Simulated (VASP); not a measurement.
# SiAs4 (P-3m1) in VASP: further runs, part 2 of 2

VASP 6.6.1.

### 4 Relaxation of cell and atoms, PBE

File INCAR:

```
SYSTEM = SiAs4
  PREC = Accurate
  ENCUT = 600
  EDIFF = 1E-7
  ISMEAR = 0
  SIGMA = 0.1
  LREAL = .False.
  LASPH = .True.
  NELM = 80
  ALGO = Normal
  ISIF = 3
  LWAVE = .False.
  LCHARG = .False.
  GGA = PE
  IBRION = 2
  NSW = 90
  EDIFFG = -0.04
```

File KPOINTS:

```
Automatic mesh
0
Gamma
  6 6 2
  0 0 0
```

File POSCAR:

```
SiAs4
1.0
    3.2892539600      0.0000000000      0.0000000000
   -1.6446269800      2.8485774900      0.0000000000
    0.0000000000      0.0000000000     10.5765348800
Si As
1 4
Direct
    0.0000000000      0.0000000000      0.0000000000
    0.3333333300      0.6666666700      0.8658552800
    0.3333333300      0.6666666700      0.3767953500
    0.6666666700      0.3333333300      0.1341447200
    0.6666666700      0.3333333300      0.6232046500
```

Launch:

```bash
$ cat potpaw_PBE.64/Si/POTCAR potpaw_PBE.64/As/POTCAR > POTCAR
$ mpirun -np 1 vasp_std > vasp.out
```

It took 3.7 min on 1 thread of Intel Xeon 6975P-C (Granite Rapids), shared host; peak memory 0.26 GiB.

The run converged. Its results:

* Free energy: -23.1076 eV
* Relaxed volume: 19.53 Å³/atom
* Relaxed cell: a = 3.691 Å, b = 3.691 Å, c = 8.276 Å, α = 90.00°, β = 90.00°, γ = 120.00°
* Space group after relaxing (to 0.1 Å): P-3m1 (No. 164)
* Energy gained by relaxing: 384.0 meV/atom
* Ionic steps: 19
* Pressure after relaxing: 0.0 GPa
* Largest force after relaxing: 0.035 eV/Å
* Band gap on the k mesh: zero (bands 12 and 13 overlap by 1.85 eV)

Forces in eV/Å, atoms in the order of the input:
```
Si   0.000  0.000  0.000
As   0.000  0.000 -0.035
As   0.000  0.000 -0.012
As   0.000  0.000  0.035
As   0.000  0.000  0.012
```

The path:
```csv
step,energy change (eV),largest force (eV/Å),pressure (GPa),volume (Å³)
1,0.0000,2.0806,4.51,99.10
2,-0.2857,0.5865,-3.97,107.32
3,-0.2893,0.5990,-3.21,106.38
4,-0.6022,0.6043,-2.89,103.43
5,-1.0738,0.7499,-1.49,99.00
6,-1.6171,0.1245,6.63,89.73
7,-1.6918,0.5383,6.30,90.98
8,-1.6952,0.6257,6.30,91.38
9,-1.8121,0.5371,2.81,94.69
10,-1.8607,0.4279,-1.42,99.80
11,-1.8625,0.4426,-0.80,98.99
12,-1.8794,0.3686,-0.64,98.81
13,-1.9088,0.1820,-0.31,98.25
14,-1.9033,0.2021,0.85,97.03
15,-1.9174,0.1268,-0.12,97.80
16,-1.9179,0.1094,0.00,97.67
17,-1.9196,0.0542,-0.03,97.65
18,-1.9200,0.0412,-0.04,97.63
19,-1.9200,0.0351,-0.04,97.63
```

Final structure:
```
Si As
1.0
     3.69076    0.00000    0.00000
    -1.84538    3.19629    0.00000
     0.00000    0.00000    8.27585
Si As
1 4
Direct
  0.00000 0.00000 0.00000
  0.33333 0.66667 0.82527
  0.33333 0.66667 0.39805
  0.66667 0.33333 0.17473
  0.66667 0.33333 0.60195
```

Levels at points of the mesh, in eV from the Fermi level:
| k point | band 10 | band 11 | band 12 | band 13 | band 14 | band 15 |
| --- | --- | --- | --- | --- | --- | --- |
| (0.00, 0.00, 0.00) | -0.48 | 0.01 | 0.69 | 0.69 | 1.52 | 1.52 |
| (0.50, 0.00, 0.00) | -1.72 | -1.46 | -1.17 | -1.10 | 0.76 | 1.77 |
| (0.00, 0.00, 0.50) | -0.30 | -0.01 | -0.01 | 1.52 | 1.68 | 2.07 |
| (0.50, 0.00, 0.50) | -2.74 | -1.00 | -1.00 | 0.63 | 1.55 | 1.74 |

Caveat: the k points lie up to 0.38 Å⁻¹ apart in the final cell, too coarse for converged energies and pressures of a metal; a cell axis changed by over 15 % at a fixed basis, so the end point is rough.

### 5 Single point, PBE

This run uses another cell than the first one, of 21.96 Å³/atom.

File INCAR:

```
SYSTEM = SiAs4
ALGO = Normal
EDIFF = 1E-6
ENCUT = 520
GGA = PE
ISIF = 2
ISMEAR = 0
LASPH = .True.
LCHARG = .False.
LREAL = .False.
LWAVE = .False.
NBANDS = 20
NELM = 80
PREC = Accurate
SIGMA = 0.1
```

File KPOINTS:

```
k-points
0
Gamma
  12 12 4
  0 0 0
```

File POSCAR:

```
SiAs4
1.0
    3.5029909468      0.0000000000      0.0000000000
   -1.7514954734      3.0336791492      0.0000000000
    0.0000000000      0.0000000000     10.3330645112
Si As
1 4
Direct
    0.0000000000      0.0000000000      0.0000000000
    0.3333333333      0.6666666667      0.8505244168
    0.3333333333      0.6666666667      0.4307511397
    0.6666666667      0.3333333333      0.1494755832
    0.6666666667      0.3333333333      0.5692488603
```

Potentials or basis: VASP PAW PBE potentials, release 64 (Si, As).

Launch:

```bash
$ cat potpaw_PBE.64/Si/POTCAR potpaw_PBE.64/As/POTCAR > POTCAR
$ mpirun -np 1 vasp_std > vasp.out
```

OUTCAR:

```text
SYSTEM = SiAs4
   EDIFF = 1E-6
   ENCUT = 520
   GGA = PE
   ISIF = 2
   ISMEAR = 0
   LASPH = .True.
   LREAL = .False.
   NELM = 80
   PREC = Accurate

 ion  position               nearest neighbor table
   1  0.000  0.000  0.000-   2 2.54   4 2.54   4 2.54   2 2.54   4 2.54   2 2.54
   2  0.333  0.667  0.851-   1 2.54   1 2.54   1 2.54
   3  0.333  0.667  0.431-   5 2.48   5 2.48   5 2.48
   4  0.667  0.333  0.149-   1 2.54   1 2.54   1 2.54
[... 758 lines left out ...]
  --------------------------------------------------------------------------------------
  -------------------------------------------------------------------------------------
  Total        0.1485453      0.1485453      0.1792176      0.0000000      0.0000000      0.0000000
  in kB        2.1673631      2.1673631      2.6148905      0.0000000      0.0000000      0.0000000
  external PRESSURE =       2.3165389 kB  Pullay stress =       0.0000000 kB

 VOLUME and BASIS-vectors are now :
 -----------------------------------------------------------------------------
  energy-cutoff  :      520.00
  volume of cell :      109.81
      direct lattice vectors                 reciprocal lattice vectors
     3.502990947  0.000000000  0.000000000     0.285470335  0.164816375  0.000000000
    -1.751495473  3.033679149  0.000000000     0.000000000  0.329632750  0.000000000
     0.000000000  0.000000000 10.333064511     0.000000000  0.000000000  0.096776711

 POSITION                                       TOTAL-FORCE (eV/Angst)
 -----------------------------------------------------------------------------------
      0.00000      0.00000      0.00000        -0.000000     -0.000000      0.000000
     -0.00000      2.02245      8.78852         0.000000     -0.000000     -0.025121
     -0.00000      2.02245      4.45098        -0.000000      0.000000     -0.088901
      1.75150      1.01123      1.54454        -0.000000     -0.000000      0.025121
      1.75150      1.01123      5.88209         0.000000      0.000000      0.088901
 -----------------------------------------------------------------------------------
    total drift:                                0.000000     -0.000000      0.000000

  FREE ENERGIE OF THE ION-ELECTRON SYSTEM (eV)
  ---------------------------------------------------
  free  energy   TOTEN  =       -23.0192262577 eV

  energy  without entropy=      -23.0085167575  energy(sigma->0) =      -23.01387151
```

OSZICAR:

```text
N       E                     dE             d eps       ncg     rms          rms(c)
DAV:   1     0.794628509967E+02    0.79463E+02   -0.94165E+03  2760   0.980E+02
DAV:   2    -0.170692577238E+02   -0.96532E+02   -0.93311E+02  3616   0.153E+02
DAV:   3    -0.231195897438E+02   -0.60503E+01   -0.59756E+01  3464   0.378E+01
DAV:   4    -0.231894952498E+02   -0.69906E-01   -0.69781E-01  3560   0.453E+00
DAV:   5    -0.231900885115E+02   -0.59326E-03   -0.59319E-03  3440   0.434E-01    0.516E+00
DAV:   6    -0.230419271209E+02    0.14816E+00   -0.32483E-01  3400   0.275E+00    0.302E+00
DAV:   7    -0.230204557550E+02    0.21471E-01   -0.73679E-02  3264   0.133E+00    0.897E-01
DAV:   8    -0.230190012671E+02    0.14545E-02   -0.62360E-03  3304   0.453E-01    0.162E-01
DAV:   9    -0.230191386883E+02   -0.13742E-03   -0.45587E-04  3640   0.109E-01    0.102E-01
DAV:  10    -0.230192265831E+02   -0.87895E-04   -0.18829E-04  3208   0.715E-02    0.180E-02
DAV:  11    -0.230192246630E+02    0.19202E-05   -0.19222E-05  3140   0.218E-02    0.705E-03
DAV:  12    -0.230192258688E+02   -0.12058E-05   -0.41806E-06  3240   0.994E-03    0.216E-03
DAV:  13    -0.230192262577E+02   -0.38890E-06   -0.46983E-07  1704   0.370E-03
   1 F= -.23019226E+02 E0= -.23013872E+02  d E =-.107095E-01
```

Wall time 68 s (1 thread of Intel Xeon 6975P-C (Granite Rapids), shared host); peak memory 0.31 GiB.

What came out:

* Free energy: -23.0192 eV
* Pressure: 0.2 GPa
* Largest force: 0.089 eV/Å
* Band gap on the k mesh: zero (bands 12 and 13 overlap by 2.08 eV)

Forces in eV/Å, atoms in the order of the input:
```
Si   0.000  0.000  0.000
As   0.000  0.000 -0.025
As   0.000  0.000 -0.089
As   0.000  0.000  0.025
As   0.000  0.000  0.089
```

Levels at points of the mesh, in eV from the Fermi level:
| k point | band 9 | band 10 | band 11 | band 12 | band 13 | band 14 | band 15 | band 16 |
| --- | --- | --- | --- | --- | --- | --- | --- | --- |
| (0.00, 0.00, 0.00) | -0.33 | 0.62 | 0.62 | 1.16 | 1.16 | 2.55 | 3.11 | 3.11 |
| (0.50, 0.00, 0.00) | -2.43 | -2.35 | -1.90 | -0.92 | 0.42 | 0.60 | 1.80 | 2.43 |
| (0.00, 0.00, 0.50) | 0.63 | 0.63 | 1.06 | 1.14 | 1.14 | 2.00 | 3.13 | 3.13 |
| (0.50, 0.00, 0.50) | -2.40 | -1.98 | -1.95 | -0.68 | 0.49 | 0.64 | 1.33 | 3.02 |

Caveat: this functional lacks dispersion, which binds the layers, so the pressure and a relaxed spacing across them are unreliable.

### 6 Relaxation of cell and atoms, PBE

This run uses another cell than the first one, of 20.83 Å³/atom.

File INCAR:

```
PREC     = Accurate       # precision mode
ENCUT    = 600            # plane-wave cutoff, eV
EDIFF    = 1E-6           # SCF threshold, eV
ISMEAR   = 0              # smearing method
SIGMA    = 0.1            # smearing width, eV
LREAL    = False          # projectors in reciprocal space
LASPH    = True           # aspherical terms in the spheres
NELM     = 100            # most SCF steps
ALGO     = Normal         # electronic algorithm
ISIF     = 3              # what is computed and relaxed
LWAVE    = False          # write WAVECAR
LCHARG   = False          # write CHGCAR
GGA      = PE             # functional
IBRION   = 2              # ionic algorithm
NSW      = 100            # ionic steps
EDIFFG   = -0.01          # ionic threshold
```

File KPOINTS:

```
Automatic mesh
0
Gamma
  12 12 4
```

File POSCAR:

```
SiAs4
1.0
    3.5490756699      0.0000000000      0.0000000000
   -1.7745378349      3.0735896901      0.0000000000
    0.0000000000      0.0000000000      9.5482428707
Si As
1 4
Direct
    0.0000000000      0.0000000000      0.0000000000
    0.3333333333      0.6666666667      0.8425290304
    0.3333333333      0.6666666667      0.4236230080
    0.6666666667      0.3333333333      0.1574709696
    0.6666666667      0.3333333333      0.5763769920
```

Potentials or basis: VASP PAW PBE potentials, release 64 (Si, As).

Launch:

```bash
$ cat potpaw_PBE.64/Si/POTCAR potpaw_PBE.64/As/POTCAR > POTCAR
$ mpirun -np 1 vasp_std > vasp.out
```

Wall time 15 min (1 thread of Intel Xeon 6975P-C (Granite Rapids), shared host); peak memory 0.34 GiB.

It converged, with:

| Item | Value |
| --- | --- |
| Free energy | -23.0197 eV |
| Relaxed volume | 21.97 Å³/atom |
| Relaxed cell | a = 3.508 Å, b = 3.508 Å, c = 10.305 Å, α = 90.00°, β = 90.00°, γ = 120.00° |
| Space group after relaxing (to 0.1 Å) | P-3m1 (No. 164) |
| Energy gained by relaxing | 7.1 meV/atom |
| Ionic steps | 30 |
| Pressure after relaxing | 0.0 GPa |
| Largest force after relaxing | 0.004 eV/Å |
| Band gap on the k mesh | zero (bands 12 and 13 overlap by 2.08 eV) |

Forces in eV/Å, atoms in the order of the input:
```
Si   0.000  0.000  0.000
As   0.000  0.000 -0.004
As   0.000  0.000  0.003
As   0.000  0.000  0.004
As   0.000  0.000 -0.003
```

Step by step:
| step | energy change (eV) | largest force (eV/Å) | pressure (GPa) | volume (Å³) |
| --- | --- | --- | --- | --- |
| 1 | 0.0000 | 0.2079 | 0.62 | 104.16 |
| 2 | -0.0068 | 0.1856 | 0.01 | 105.37 |
| 3 | -0.0086 | 0.1686 | -0.52 | 106.48 |
| 4 | -0.0125 | 0.0730 | -0.13 | 106.48 |
| 5 | -0.0130 | 0.0453 | 0.06 | 106.48 |
| 6 | -0.0144 | 0.0049 | 0.06 | 106.59 |
| 7 | -0.0165 | 0.1352 | 0.06 | 106.87 |
| 8 | -0.0167 | 0.1938 | 0.07 | 107.00 |
| 9 | -0.0174 | 0.1992 | 0.08 | 107.07 |
| 10 | -0.0193 | 0.2134 | 0.11 | 107.27 |
| 11 | -0.0223 | 0.2335 | 0.20 | 107.68 |
| 12 | -0.0230 | 0.2501 | 0.45 | 108.47 |
| 13 | -0.0264 | 0.1803 | 0.34 | 109.07 |
| 14 | -0.0305 | 0.1438 | 0.08 | 110.87 |
| 15 | -0.0318 | 0.1121 | -0.12 | 111.07 |
| 16 | -0.0317 | 0.1369 | -0.72 | 111.68 |
| 17 | -0.0327 | 0.0587 | -0.41 | 111.35 |
| 18 | -0.0337 | 0.0380 | -0.31 | 111.14 |
| 19 | -0.0344 | 0.0074 | -0.18 | 110.84 |
| 20 | -0.0344 | 0.0037 | -0.16 | 110.80 |
| 21 | -0.0346 | 0.0181 | -0.06 | 110.65 |
| 22 | -0.0346 | 0.0336 | 0.01 | 110.54 |
| 23 | -0.0347 | 0.0294 | 0.01 | 110.48 |
| 24 | -0.0349 | 0.0357 | 0.00 | 110.31 |
| 25 | -0.0348 | 0.0696 | -0.02 | 109.96 |
| 26 | -0.0349 | 0.0405 | 0.00 | 110.17 |
| 27 | -0.0351 | 0.0356 | -0.01 | 110.11 |
| 28 | -0.0353 | 0.0205 | 0.01 | 109.91 |
| 29 | -0.0353 | 0.0144 | 0.01 | 109.83 |
| 30 | -0.0353 | 0.0035 | -0.03 | 109.83 |

Final structure:
```
Si As
1.0
     3.50808    0.00000    0.00000
    -1.75404    3.03809    0.00000
     0.00000    0.00000   10.30512
Si As
1 4
Direct
  0.00000 0.00000 0.00000
  0.33333 0.66667 0.85015
  0.33333 0.66667 0.43024
  0.66667 0.33333 0.14985
  0.66667 0.33333 0.56976
```

Levels at points of the mesh, in eV from the Fermi level:
| k point | band 8 | band 9 | band 10 | band 11 | band 12 | band 13 | band 14 | band 15 | band 16 |
| --- | --- | --- | --- | --- | --- | --- | --- | --- | --- |
| (0.00, 0.00, 0.00) | -0.31 | -0.31 | 0.60 | 0.60 | 1.14 | 1.14 | 2.57 | 3.10 | 3.10 |
| (0.50, 0.00, 0.00) | -2.66 | -2.40 | -2.35 | -1.90 | -0.92 | 0.41 | 0.59 | 1.82 | 2.41 |
| (0.00, 0.00, 0.50) | -0.31 | 0.61 | 0.61 | 1.09 | 1.12 | 1.12 | 1.99 | 3.12 | 3.12 |
| (0.50, 0.00, 0.50) | -2.88 | -2.37 | -1.97 | -1.96 | -0.68 | 0.48 | 0.64 | 1.33 | 3.02 |

Caveat: this functional lacks dispersion, which binds the layers, so the pressure and a relaxed spacing across them are unreliable.

### 7 Overview

```tsv
task	cell	k mesh	cutoff (eV)	gap on the mesh (eV)	pressure (GPa)	relaxed volume (Å³/atom)	largest force (eV/Å)
single point	a = 3.289, b = 3.289, c = 10.577 Å, angles 90.0, 90.0, 120.0°, 5 atoms, atomic positions A	6 × 6 × 2	520	none	4.5	-	2.08
single point	a = 3.549, b = 3.549, c = 9.548 Å, angles 90.0, 90.0, 120.0°, 5 atoms, atomic positions B	6 × 6 × 2	520	none	0.3	-	0.08
relaxation of cell and atoms	relaxed from a = 3.289, b = 3.289, c = 10.577 Å, angles 90.0, 90.0, 120.0°, 5 atoms, atomic positions A	6 × 6 × 2	600	none	0.0	19.53	0.04
single point	a = 3.503, b = 3.503, c = 10.333 Å, angles 90.0, 90.0, 120.0°, 5 atoms, atomic positions C	12 × 12 × 4	520	none	0.2	-	0.09
relaxation of cell and atoms	relaxed from a = 3.549, b = 3.549, c = 9.548 Å, angles 90.0, 90.0, 120.0°, 5 atoms, atomic positions B	12 × 12 × 4	600	none	0.0	21.97	-
```

Alike in all rows: level PBE; potentials or basis VASP PAW PBE potentials, release 64 (Si, As); no spin polarisation; smearing gaussian 0.1 eV.

Caveats: some runs use coarse meshes; this functional lacks dispersion, which binds the layers, so the pressure and a relaxed spacing across them are unreliable (at least some runs); forces of over 1 eV/Å act on the atoms, so gaps and moduli don't describe the material at rest (at least some runs); a cell axis changed by over 15 % at a fixed basis, so the end point is rough (at least some runs).

Absolute energies hang on the potentials; compare differences alone.
